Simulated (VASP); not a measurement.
Runs of VASP 6.6.1 on HgTe. The structure is that of space group I-4m2 (No. 119), or close to it. The cells are those of the table. 

```csv
cell,gap on the mesh (eV),pressure (GPa)
"a = 4.641 Å, angles 96.7, 96.7, 140.2°, 2 atoms",none,(b)
"a = 4.550 Å, angles 96.7, 96.7, 140.2°, 2 atoms",none,-0.4
"a = 4.611 Å, angles 96.7, 96.7, 140.2°, 2 atoms",none,-2.1
"a = 4.581 Å, angles 96.7, 96.7, 140.2°, 2 atoms",none,(a)
"a = 4.487 Å, angles 96.7, 96.7, 140.2°, 2 atoms",none,1.8
```

Alike in all rows: task single point; level r2SCAN; potentials or basis VASP PAW PBE potentials, release 64 (Hg, Te); no spin polarisation; k mesh 8 × 8 × 8; cutoff (eV) 520; smearing fermi-dirac 0.1 eV.

Q: Fill in the values left out.

A: (a) -1.3; (b) -2.8.

Caveats: the PAW data sets were made with another functional, which shifts forces and pressure a little; spin-orbit coupling is left out, which moves the levels of the heavy elements.

A k mesh can miss the band edges, and the runs leave out spin-orbit coupling on Hg, Te.

A gap of «none» marks levels without a gap at the run's occupations.
